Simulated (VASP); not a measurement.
# KI (Cmcm) in VASP: further runs

The runs below take KI through single point, with PBEsol+D4.

All numbers are computed with VASP 6.6.1; they aren't measurements. Logs are shortened: lines on timing, memory, paths and dates and some standing lists are left out, and cuts for length are marked.

## (1) The cell of the first run

Symmetry: Cmcm, No. 63, orthorhombic system. The conventional cell has a = 5.025 Å, b = 8.510 Å, c = 8.677 Å, α = 90.00°, β = 90.00°, γ = 90.00°. Within 4.7 Å of K (site symmetry 2/m) lie 6 I at 3.59 to 3.62 Å and 2 K at 4.34 Å. I (site symmetry m2m) has 6 K at 3.59 to 3.62 Å within 4.7 Å.

## (2) Single point, PBEsol+D4

The input, INCAR:

```
ALGO = Normal ; EDIFF = 1E-6
ENCUT = 520 ; GGA = PS
ISIF = 2 ; ISMEAR = 0
IVDW = 13 ; LASPH = True
LCHARG = False ; LREAL = False
LWAVE = False ; NBANDS = 24
NELM = 100 ; PREC = Accurate
SIGMA = 0.01
```

The input, KPOINTS:

```
k-points
0
Gamma
  5 5 3
```

The input, POSCAR:

```
KI
1.0
    2.5126600000     -4.2552300000      0.0000000000
    2.5126600000      4.2552300000      0.0000000000
    0.0000000000      0.0000000000      8.6765900000
K I
2 2
Direct
    0.5000000000      0.5000000000      0.5000000000
    0.5000000000      0.5000000000      0.0000000000
    0.8402300000      0.1597700000      0.2500000000
    0.1597700000      0.8402300000      0.7500000000
```

Potentials or basis: VASP PAW PBE potentials, release 64 (K_sv, I).

The run is started by

```sh
$ cat potpaw_PBE.64/K_sv/POTCAR potpaw_PBE.64/I/POTCAR > POTCAR
$ mpirun -np 1 vasp_std > vasp.out
```

OUTCAR:

```text
EDIFF = 1E-6
   ENCUT = 520
   GGA = PS
   ISIF = 2
   ISMEAR = 0
   IVDW = 13
   LASPH = True
   LREAL = False
   NELM = 100
   PREC = Accurate

 ion  position               nearest neighbor table
   1  0.500  0.500  0.500-   4 3.59   3 3.59   4 3.59   3 3.59   3 3.62   4 3.62
   2  0.500  0.500  0.000-   4 3.59   3 3.59   4 3.59   3 3.59   3 3.62   4 3.62
   3  0.840  0.160  0.250-   1 3.59   2 3.59   1 3.59   2 3.59   1 3.62   2 3.62
   4  0.160  0.840  0.750-   1 3.59   2 3.59   1 3.59   2 3.59   1 3.62   2 3.62

  LATTYP: Found a base centered orthorhombic cell.
 ALAT       =     5.0253200000
 B/A-ratio  =     1.6935160348
 C/A-ratio  =     1.7265746261

  Lattice vectors:

 A1 = (   2.5126600000,  -4.2552300000,   0.0000000000)
 A2 = (   2.5126600000,   4.2552300000,   0.0000000000)
 A3 = (   0.0000000000,   0.0000000000,   8.6765900000)

Analysis of symmetry for initial positions (statically):
=====================================================================
 Subroutine PRICEL returns:
 Original cell was already a primitive cell.

 Routine SETGRP: Setting up the symmetry group for a
 base centered orthorhombic supercell.

 Subroutine GETGRP returns: Found  8 space group operations
 (whereof  4 operations were pure point group operations)
 out of a pool of  8 trial point group operations.

The static configuration has the point symmetry C_2h.
 The point group associated with its full space group is D_2h.

Analysis of symmetry for dynamics (positions and initial velocities):
=====================================================================
 Subroutine PRICEL returns:
 Original cell was already a primitive cell.

 Routine SETGRP: Setting up the symmetry group for a
 base centered orthorhombic supercell.

 Subroutine GETGRP returns: Found  8 space group operations
 (whereof  4 operations were pure point group operations)
 out of a pool of  8 trial point group operations.

The dynamic configuration has the point symmetry C_2h.
 The point group associated with its full space group is D_2h.

 Subroutine INISYM returns: Found  8 space group operations
 (whereof  4 operations are pure point group operations),
 and found     1 'primitive' translations

----------------------------------------------------------------------------------------

                                     Primitive cell

  volume of cell :     185.5393

  direct lattice vectors                    reciprocal lattice vectors
     2.512660000 -4.255230000  0.000000000     0.198992303 -0.117502462  0.000000000
     2.512660000  4.255230000  0.000000000     0.198992303  0.117502462  0.000000000
     0.000000000  0.000000000  8.676590000     0.000000000  0.000000000  0.115252651

  length of vectors
     4.941704425  4.941704425  8.676590000     0.231094710  0.231094710  0.115252651

  position of ions in fractional coordinates (direct lattice)
     0.500000000  0.500000000  0.500000000
     0.500000000  0.500000000  0.000000000
     0.840230000  0.159770000  0.250000000
     0.159770000  0.840230000  0.750000000

  ion indices of the primitive-cell ions
   primitive index   ion index
                 1           1
                 2           2
                 3           3
                 4           4

----------------------------------------------------------------------------------------

 KPOINTS: k-points

Automatic generation of k-mesh.
 Grid dimensions read from file:
 generate k-points for:    5    5    3

 Generating k-lattice:

  Cartesian coordinates                     Fractional coordinates (reciprocal lattice)
     0.039798461 -0.023500492  0.000000000     0.200000000  0.000000000  0.000000000
     0.039798461  0.023500492  0.000000000     0.000000000  0.200000000  0.000000000
     0.000000000  0.000000000  0.038417550     0.000000000  0.000000000  0.333333333

  Length of vectors
     0.046218942  0.046218942  0.038417550

  Shift w.r.t. Gamma in fractional coordinates (k-lattice)
     0.000000000  0.000000000  0.000000000

 Subroutine IBZKPT returns following result:
 ===========================================

 Found     18 irreducible k-points:

 Following reciprocal coordinates:
            Coordinates               Weight
  0.000000  0.000000  0.000000      1.000000
  0.200000  0.000000  0.000000      4.000000
  0.400000  0.000000  0.000000      4.000000
  0.200000  0.200000  0.000000      2.000000
  0.400000  0.200000  0.000000      4.000000
 -0.400000  0.200000  0.000000      4.000000
[... 10 lines left out ...]
  0.400000  0.400000  0.333333      4.000000
 -0.400000  0.400000  0.333333      4.000000
   k-points           NKPTS =     18   k-points in BZ     NKDIM =     18   number of bands    NBANDS=     24
   number of dos      NEDOS =    301   number of ions     NIONS =      4
   total plane-waves  NPLWV = 112000
   dimension x,y,z NGX =    40 NGY =   40 NGZ =   70
   dimension x,y,z NGXF=    80 NGYF=   80 NGZF=  140
   ions per type =               2   2
   NGX,Y,Z   is equivalent  to a cutoff of  13.46, 13.46, 13.41 a.u.
   NGXF,Y,Z  is equivalent  to a cutoff of  26.91, 26.91, 26.82 a.u.
 SYSTEM =  unknown system
   PREC   = accura    normal or accurate (medium, high low for compatibility)
   ISTART =      0    job   : 0-new  1-cont  2-samecut
   ICHARG =      2    charge: 1-file 2-atom 10-const
   ISPIN  =      1    spin polarized calculation?
   LNONCOLLINEAR =      F non collinear calculations
   LSORBIT =      F    spin-orbit coupling
   LASPH  =      T    aspherical Exc in radial PAW
   ENCUT  =  520.0 eV  38.22 Ry    6.18 a.u.   9.19  9.19 16.13*2*pi/ulx,y,z
   NELM   =    100;   NELMIN=  2; NELMDL= -5     # of ELM steps
   EDIFF  = 0.1E-05   stopping-criterion for ELM
   LREAL  =      F    real-space projection
   EDIFFG = 0.1E-04   stopping-criterion for IOM
   NSW    =      0    number of steps for IOM
   IBRION =     -1    ionic relax: 0-MD 1-quasi-New 2-CG
   NFREE  =      0    steps in history (QN), initial steepest desc. (CG)
   ISIF   =      2    stress and relaxation
   ISYM   =      2    0-nonsym 1-usesym 2-fastsym
   POTIM  = 0.5000    time-step for ionic-motion
   TEBEG  =    0.0;   TEEND  =   0.0 temperature during run
   PSTRESS=    0.0 pullay stress
   NELECT =      32.0000    total number of electrons
   NUPDOWN=      -1.0000    fix difference up-down
   EMIN   =  10.00;   EMAX   =-10.00  energy-range for DOS
   EFERMI =   0.00;   METHOD = LEGACY
   ISMEAR =     0;   SIGMA  =   0.01  broadening in eV -4-tet -1-fermi 0-gaus
   EFERMI_NEDOS =   21; number of points for ismear=-14 and -15
   IALGO  =     38    algorithm
   IMIX   =      4    mixing-type and parameters
     AMIX     =   0.40;   BMIX     =  1.00
     AMIX_MAG =   1.60;   BMIX_MAG =  1.00
  volume/ion in A,a.u.               =      46.38       313.02
  Fermi-wavevector in a.u.,A,eV,Ry     =   0.911268  1.722047 11.298410  0.830410
  Thomas-Fermi vector in A             =   2.035528
   LORBIT       =      0    0 simple, 1 ext, 2 COOP (PROOUT), +10 PAW based schemes
   GGA     = PS    functional components
   LHFCALC =     F    Hartree Fock is set to
   AEXX    =    0.0000 exact exchange contribution
   IVDW    =    13    specifies the selected vdW correction
   LEPSILON=     F    determine dielectric tensor
   LRPA    =     F    only Hartree local field effects (RPA)
 non-spin polarized calculation
 Gauss-broadening in eV      SIGMA  =   0.01
  energy-cutoff  :      520.00
  volume of cell :      185.54
 maximum number of plane-waves:      5015
 NGX is ok and might be reduce to    40
   NGX = 19   NGY = 19   NGZ = 33

 number of electron      31.9999999 magnetization

 Free energy of the ion-electron system (eV)
  ---------------------------------------------------
  ext. energy  EPLUGINS =         0.00000000
  ---------------------------------------------------
  free energy    TOTEN  =       -11.52552538 eV

  energy without entropy =      -11.52552538  energy(sigma->0) =      -11.52552538

 E-fermi :  -0.5744     XC(G=0):  -7.1307

 val. band max:       -0.6571220593   @ k =   0.0000   0.0000   0.0000
 cond. band min:       2.9530037024   @ k =   0.0000   0.0000   0.0000
 fundamental gap:      3.6101257617
 Fermi energy:        -0.5744169346

 k-point     1 :       0.0000    0.0000    0.0000
  band No.  band energies     occupation
      1     -29.2322      2.00000
      2     -29.2279      2.00000
      3     -12.9289      2.00000
      4     -12.7800      2.00000
      5     -12.7772      2.00000
      6     -12.7693      2.00000
[... 16 lines left out ...]
     23       6.1780      0.00000
     24       6.7364      0.00000

 k-point     2 :       0.2000    0.0000    0.0000
  band No.  band energies     occupation
      1     -29.2317      2.00000
      2     -29.2275      2.00000
      3     -12.9027      2.00000
      4     -12.8158      2.00000
      5     -12.7826      2.00000
      6     -12.7796      2.00000
[... 16 lines left out ...]
     23       6.4966      0.00000
     24       6.5149      0.00000

 k-point     3 :       0.4000    0.0000    0.0000
  band No.  band energies     occupation
      1     -29.2309      2.00000
      2     -29.2268      2.00000
      3     -12.8860      2.00000
      4     -12.8436      2.00000
      5     -12.7998      2.00000
      6     -12.7881      2.00000
[... 16 lines left out ...]
     23       7.0940      0.00000
     24       7.5282      0.00000

 k-point     4 :       0.2000    0.2000    0.0000
  band No.  band energies     occupation
      1     -29.2311      2.00000
      2     -29.2269      2.00000
      3     -12.8676      2.00000
      4     -12.8513      2.00000
      5     -12.7975      2.00000
      6     -12.7901      2.00000
[... 16 lines left out ...]
     23       6.7264      0.00000
     24       7.3231      0.00000

 k-point     5 :       0.4000    0.2000    0.0000
  band No.  band energies     occupation
      1     -29.2307      2.00000
      2     -29.2266      2.00000
      3     -12.8709      2.00000
      4     -12.8386      2.00000
      5     -12.8139      2.00000
      6     -12.7987      2.00000
[... 16 lines left out ...]
     23       7.1701      0.00000
     24       7.3007      0.00000

 k-point     6 :      -0.4000    0.2000    0.0000
  band No.  band energies     occupation
      1     -29.2310      2.00000
      2     -29.2269      2.00000
      3     -12.8701      2.00000
      4     -12.8510      2.00000
      5     -12.7952      2.00000
      6     -12.7941      2.00000
[... 16 lines left out ...]
     23       6.6336      0.00000
     24       7.1844      0.00000
[... 217 lines left out ...]
 k-point    15 :      -0.4000    0.2000    0.3333
  band No.  band energies     occupation
      1     -29.2300      2.00000
      2     -29.2279      2.00000
      3     -12.8486      2.00000
      4     -12.8418      2.00000
      5     -12.8035      2.00000
      6     -12.7881      2.00000
[... 16 lines left out ...]
     23       6.8081      0.00000
     24       7.3363      0.00000

 k-point    16 :      -0.2000    0.2000    0.3333
  band No.  band energies     occupation
      1     -29.2306      2.00000
      2     -29.2285      2.00000
      3     -12.8715      2.00000
      4     -12.8181      2.00000
      5     -12.7883      2.00000
      6     -12.7811      2.00000
[... 16 lines left out ...]
     23       6.4039      0.00000
     24       6.6509      0.00000

 k-point    17 :       0.4000    0.4000    0.3333
  band No.  band energies     occupation
      1     -29.2296      2.00000
      2     -29.2275      2.00000
      3     -12.8564      2.00000
      4     -12.8266      2.00000
      5     -12.8158      2.00000
      6     -12.7983      2.00000
[... 16 lines left out ...]
     23       7.0384      0.00000
     24       7.0874      0.00000

 k-point    18 :      -0.4000    0.4000    0.3333
  band No.  band energies     occupation
      1     -29.2298      2.00000
      2     -29.2277      2.00000
      3     -12.8662      2.00000
      4     -12.8307      2.00000
      5     -12.8124      2.00000
      6     -12.7837      2.00000
[... 16 lines left out ...]
     23       7.0270      0.00000
     24       7.2744      0.00000

------------------------ aborting loop because EDIFF is reached ----------------------------------------

  DFT-D4 for vdW energy calculation

  Edisp (eV):   -0.36698

  FORCE on cell =-STRESS in cart. coord.  units (eV):
  Direction    XX          YY          ZZ          XY          YZ          ZX
  --------------------------------------------------------------------------------------
  -------------------------------------------------------------------------------------
  Total      -1.24687    -1.16302    -1.22088     0.00000     0.00000     0.00000
  in kB     -10.76705   -10.04296   -10.54257     0.00000     0.00000     0.00000
  external pressure =      -10.45 kB  Pullay stress =        0.00 kB

 VOLUME and BASIS-vectors are now :
 -----------------------------------------------------------------------------
  energy-cutoff  :      520.00
  volume of cell :      185.54
      direct lattice vectors                 reciprocal lattice vectors
     2.512660000 -4.255230000  0.000000000     0.198992303 -0.117502462  0.000000000
     2.512660000  4.255230000  0.000000000     0.198992303  0.117502462  0.000000000
     0.000000000  0.000000000  8.676590000     0.000000000  0.000000000  0.115252651

 POSITION                                       TOTAL-FORCE (eV/Angst)
 -----------------------------------------------------------------------------------
      2.51266      0.00000      4.33829         0.000000      0.000000      0.000000
      2.51266      0.00000      0.00000        -0.000000      0.000000      0.000000
      2.51266     -2.89551      2.16915        -0.000000      0.030116     -0.000000
      2.51266      2.89551      6.50744        -0.000000     -0.030116      0.000000
 -----------------------------------------------------------------------------------
    total drift:                               -0.000000      0.000000     -0.000000

  FREE ENERGIE OF THE ION-ELECTRON SYSTEM (eV)
  ---------------------------------------------------
  free  energy   TOTEN  =       -11.8925064953 eV

  energy  without entropy=      -11.8925064953  energy(sigma->0) =      -11.89250650
```

Wall time 65 s (1 thread of Intel Xeon 6975P-C (Granite Rapids), shared host); peak memory 0.34 GiB.

Results:

| Item | Value |
| --- | --- |
| Free energy | -11.8925 eV |
| Pressure | -1.0 GPa |
| Largest force | 0.030 eV/Å |
| Band gap on the k mesh | 3.61 eV, direct |
| Dispersion energy per atom | -0.092 eV |

Forces on the atoms (eV/Å):
```
K    0.000  0.000  0.000
K    0.000  0.000  0.000
I    0.000  0.030  0.000
I    0.000 -0.030  0.000
```

Caveat: the PAW data sets were made with another functional, which shifts forces and pressure a little; spin-orbit coupling is left out, which moves the levels of the heavy elements. Expect the measured gap to be larger: semilocal functionals such as PBEsol lack the derivative discontinuity.

## (3) Single point, PBEsol+D4

The input, INCAR:

```
SYSTEM = KI
PREC = Accurate
ENCUT = 520
EDIFF = 1E-7
ISMEAR = 0
SIGMA = 0.01
LREAL = .FALSE.
LASPH = .TRUE.
NELM = 80
ALGO = Normal
ISIF = 2
LWAVE = .FALSE.
LCHARG = .FALSE.
GGA = PS
IVDW = 13
NBANDS = 24
```

The input, KPOINTS:

```
Automatic mesh
0
G
  5 5 3
  0 0 0
```

POSCAR is that of step 2.

Potentials or basis: VASP PAW PBE potentials, release 64 (K_sv, I).

The run is started by

```sh
$ cat potpaw_PBE.64/K_sv/POTCAR potpaw_PBE.64/I/POTCAR > POTCAR
$ mpirun -np 1 vasp_std > vasp.out
```

It took 76 s on 1 thread of Intel Xeon 6975P-C (Granite Rapids), shared host; peak memory 0.34 GiB.

Results (log left out):

| Item | Value |
| --- | --- |
| Free energy | -11.8925 eV |
| Pressure | -1.0 GPa |
| Largest force | 0.030 eV/Å |
| Band gap on the k mesh | 3.61 eV, direct |
| Dispersion energy per atom | -0.092 eV |

Forces on the atoms (eV/Å):
```
K    0.000  0.000  0.000
K    0.000  0.000  0.000
I    0.000  0.030  0.000
I    0.000 -0.030  0.000
```

Levels at points of the mesh, in eV from the valence-band top:
| k point | band 12 | band 13 | band 14 | band 15 | band 16 | band 17 | band 18 | band 19 | band 20 | band 21 |
| --- | --- | --- | --- | --- | --- | --- | --- | --- | --- | --- |
| (0.00, 0.00, 0.00) | -0.31 | -0.25 | -0.21 | -0.06 | 0.00 | 3.61 | 5.32 | 5.60 | 6.54 | 6.69 |

Caveat: the PAW data sets were made with another functional, which shifts forces and pressure a little; spin-orbit coupling is left out, which moves the levels of the heavy elements. Expect the measured gap to be larger: semilocal functionals such as PBEsol lack the derivative discontinuity.
